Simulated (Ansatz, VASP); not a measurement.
## Ru: VASP beside Ansatz

```
Ru
1.0
     0.00000    1.90310    1.90310
     1.90310    0.00000    1.90310
     1.90310    1.90310    0.00000
Ru
1
Direct
  0.00000 0.00000 0.00000
```

Alike in both runs: task relaxation of cell and atoms; functional PBE; k mesh 18 × 18 × 18; occupations gaussian, width 0.1 eV; no spin polarisation.

|  | VASP | Ansatz |
| --- | --- | --- |
| version | VASP 6.6.1 | Ansatz 0.2.0 |
| potentials or method | VASP PAW PBE potentials, release 64 (Ru_pv), cutoff 600 eV | scalar-relativistic, plane waves, PAW |
| valence electrons in the cell | 14 | 16 |

Ansatz gave:

| Quantity | Value |
| --- | --- |
| gap on the k mesh at the Fermi level, each at its own relaxed structure (eV) | none |
| relaxed volume (Å³/atom) | 13.83 |
| relaxed cell length with the largest relative difference (Å) | 2.694 |

Estimate VASP's values.

gap on the k mesh at the Fermi level, each at its own relaxed structure (eV): none; relaxed volume (Å³/atom): 13.82; relaxed cell length with the largest relative difference (Å): 2.694.

A gap of «none» marks a metal or a gap that the smearing closes. VASP's potentials hold 14 valence electrons a cell and Ansatz's 16, so a difference there can come from the potentials and not from the codes.
